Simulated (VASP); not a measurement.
Input of a VASP 6.6.1 run:

Contents of INCAR:

```
  PREC = Accurate
  ENCUT = 520
  EDIFF = 1E-7
  ISMEAR = 0
  SIGMA = 0.05
  LREAL = F
  LASPH = T
  NELM = 80
  ALGO = Normal
  ISIF = 2
  LWAVE = F
  LCHARG = F
  GGA = CA
  NBANDS = 35
```

File KPOINTS:

```
Automatic mesh
0
Gamma
  6 6 8
```

POSCAR

```
SnO2
1.0
    4.8299657324      0.0000000000      0.0000000000
    0.0000000000      4.8305590713      0.0000000000
    0.0000000000      0.0000000000      3.2631512253
Sn O
2 4
Direct
    0.5000000000      0.5000000000      0.5000000000
    0.0000000000      0.0000000000      0.0000000000
    0.3059833077      0.3191552360      0.0000000000
    0.8059833077      0.1808447640      0.5000000000
    0.1940166923      0.8191552360      0.5000000000
    0.6940166923      0.6808447640      0.0000000000
```

Potentials or basis: VASP PAW LDA potentials, release 64 (Sn_d, O).

The run is started by

```bash
$ cat potpaw_LDA.64/Sn_d/POTCAR potpaw_LDA.64/O/POTCAR > POTCAR
$ mpirun -np 1 vasp_std > vasp.out
```

Problem. Estimate the pressure.

Solution. -10.2 GPa.

Problem. Estimate the largest force.

Solution. 0.656 eV/Å.

Stress tensor (GPa, compression positive):
```
 -9.22   0.00   0.00
  0.00  -9.32   0.00
  0.00   0.00 -11.94
```
